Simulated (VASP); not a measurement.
## CO: single point with r2SCAN+D3(BJ)

The system is CO.

```xyz
16
Lattice="7.7418 0.0000 0.0000 0.0000 7.7418 0.0000 0.0000 0.0000 7.7418" Properties=species:S:1:pos:R:3 pbc="T T T"
O     6.8742    2.2575    4.8237
O     3.5481    1.3451    1.1171
O     5.6897    5.9291    5.7429
O     1.4070    6.5129    8.0361
O     3.4780    3.3276    4.9275
O     2.8837    0.2139    4.0260
O     7.0186    2.2633    0.4023
O     6.1886    6.4755    2.2620
C     6.9450    2.9297    3.9436
C     2.9134    1.4216    0.2024
C     5.2806    6.8617    6.2530
C     0.7517    6.7629    7.1546
C     3.0629    4.2764    5.3499
C     1.8657    0.6099    3.6878
C     6.6126    3.2753    0.1182
C     5.2301    5.9116    2.5047
```

* Program: VASP 6.6.1
* Task: single point
* Functional: r2SCAN
* Dispersion: D3(BJ)
* Potentials or basis: VASP PAW PBE potentials, release 64 (O_h, C_h)
* Cutoff: 1100 eV
* k mesh: 1 × 1 × 1
* Occupations: fermi-dirac, width 0.05 eV
* Spin: no spin polarisation

| Property | Result |
| --- | --- |
| Pressure | -0.2 GPa |
| Largest force | 2.073 eV/Å |
| Dispersion energy per atom | -0.024 eV |

Forces on the atoms (eV/Å):
```
O   -0.159 -1.236  1.645
O    0.756 -0.084  1.026
O   -0.581  1.266  0.634
O   -0.046 -0.058 -0.004
O    0.369 -0.770 -0.369
O   -1.802  0.668 -0.568
O   -0.048  0.138 -0.039
O   -1.206 -0.689  0.302
C    0.114  1.253 -1.648
C   -0.673  0.191 -1.070
C    0.531 -1.233 -0.645
C    0.079 -0.004  0.037
C   -0.410  0.756  0.346
C    1.818 -0.726  0.610
C    0.053 -0.164  0.081
C    1.205  0.692 -0.337
```

Stress tensor (GPa, compression positive):
```
-0.98  0.19  0.14
 0.19 -0.27 -0.34
 0.14 -0.34  0.57
```

Levels at points of the mesh, in eV from the Fermi level:
| k point | band 37 | band 38 | band 39 | band 40 | band 41 | band 42 | band 43 | band 44 |
| --- | --- | --- | --- | --- | --- | --- | --- | --- |
| (0.00, 0.00, 0.00) | -1.41 | -1.37 | -1.31 | -1.26 | 5.73 | 5.86 | 5.94 | 5.99 |

It took 12 min on 1 thread of AMD EPYC 7R32 (Zen 2), with other jobs on the host, peak memory 1.1 GiB.

Caveat: the k points lie up to 0.81 Å⁻¹ apart, too coarse for converged energies, forces and pressures; the atoms stand as in a frame of molecular dynamics; the PAW data sets were made with another functional, which shifts forces and pressure a little.
